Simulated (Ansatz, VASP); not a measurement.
**Tl: VASP beside Ansatz**

```
Tl
1.0
     3.59028    0.00000    0.00000
    -1.79514    3.10928    0.00000
     0.00000    0.00000    5.64194
Tl
2
Direct
  0.33333 0.66667 0.25000
  0.66667 0.33333 0.75000
```

Alike in both runs: task single point; functional PBE; k mesh 6 × 6 × 4; occupations fermi-dirac, width 0.1 eV; no spin polarisation.

|  | VASP | Ansatz |
| --- | --- | --- |
| version | VASP 6.6.1 | Ansatz 0.2.0 |
| potentials or method | VASP PAW PBE potentials, release 64 (Tl_d), cutoff 520 eV | plane waves (420 eV) with PAW, scalar-relativistic |
| valence electrons in the cell | 26 | 26 |

|  | VASP | Ansatz | Ansatz less VASP |
| --- | --- | --- | --- |
| pressure (GPa) | -0.1 | -0.1 | +0.05 |
| traceless stress, the component that is largest in VASP (GPa) | 0.92 | 0.92 | -0.001 |

Neither program's run includes spin-orbit coupling.
